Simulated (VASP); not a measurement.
Input of a VASP 6.6.1 run:

The input INCAR:

```
SYSTEM = Cs8Sn8I23
ALGO = Normal
EDIFF = 1E-6
ENCUT = 400
GGA = PS
GGA_COMPAT = .False.
ISIF = 2
ISMEAR = -1
ISYM = -1
LASPH = .True.
LCHARG = .True.
LELF = .True.
LREAL = Auto
LVHAR = .True.
LWAVE = .False.
NBANDS = 198
NELECT = 344.0
NELM = 120
PREC = Accurate
SIGMA = 0.05
```

File KPOINTS:

```
explicit points
1
Reciprocal
  0.25000000   0.25000000   0.25000000 1
```

The input POSCAR:

```
Cs8Sn8I23
1.0
   12.3144620000      0.0000000000      0.0000000000
    0.0000000000     12.3144620000      0.0000000000
    0.0000000000      0.0000000000     12.3144620000
Cs Sn I
8 8 23
Direct
    0.9908760000      0.9891630000      0.9993810000
    0.9800900000      0.9811000000      0.4994770000
    0.9910670000      0.5108410000      0.9995510000
    0.9804740000      0.5174080000      0.4983820000
    0.5107480000      0.9892610000      0.9976920000
    0.5200410000      0.9799190000      0.4985330000
    0.5108670000      0.5088090000      0.0012200000
    0.5175680000      0.5196300000      0.5012010000
    0.2490440000      0.2500730000      0.2417180000
    0.2509020000      0.2507930000      0.7584720000
    0.2497240000      0.7503860000      0.2502800000
    0.2497580000      0.7507820000      0.7488990000
    0.7489280000      0.2499140000      0.2505310000
    0.7508440000      0.2503690000      0.7492090000
    0.7497590000      0.7498480000      0.2484690000
    0.7499530000      0.7502060000      0.7507920000
    0.2498000000      0.2517080000      0.9999590000
    0.2506520000      0.7500690000      0.0004120000
    0.2502260000      0.7508050000      0.5001580000
    0.7487240000      0.2493100000      0.0000850000
    0.7503060000      0.2509050000      0.5000920000
    0.7498880000      0.7509180000      0.9998660000
    0.7507860000      0.7490260000      0.4999560000
    0.0014430000      0.2498160000      0.2605000000
    0.0020620000      0.2510270000      0.7417480000
    0.9996650000      0.7502080000      0.2498830000
    0.0000840000      0.7499110000      0.7502460000
    0.4975010000      0.2508220000      0.2591160000
    0.4976410000      0.2498900000      0.7386900000
    0.5000890000      0.7494150000      0.2502870000
    0.5006250000      0.7511160000      0.7503670000
    0.2501510000      0.0018470000      0.2603800000
    0.2495400000      0.0026590000      0.7429630000
    0.2485040000      0.4980830000      0.2596640000
    0.2505850000      0.4985280000      0.7391840000
    0.7490120000      0.9999250000      0.2509260000
    0.7506070000      0.9999260000      0.7491930000
    0.7505220000      0.5003840000      0.2492210000
    0.7498410000      0.5005300000      0.7511470000
```

Potentials or basis: VASP PAW PBE potentials, release 64 (Cs_sv, Sn_d, I).

The run is started by

```sh
$ cat potpaw_PBE.64/Cs_sv/POTCAR potpaw_PBE.64/Sn_d/POTCAR potpaw_PBE.64/I/POTCAR > POTCAR
$ mpirun -np 1 vasp_std > vasp.out
```

(1) What does it give for the largest force?

Answers

(1) 0.025 eV/Å.

Caveat: the cell carries a net charge on a neutralising background, which shifts energy and pressure; the PAW data sets were made with another functional, which shifts forces and pressure a little.
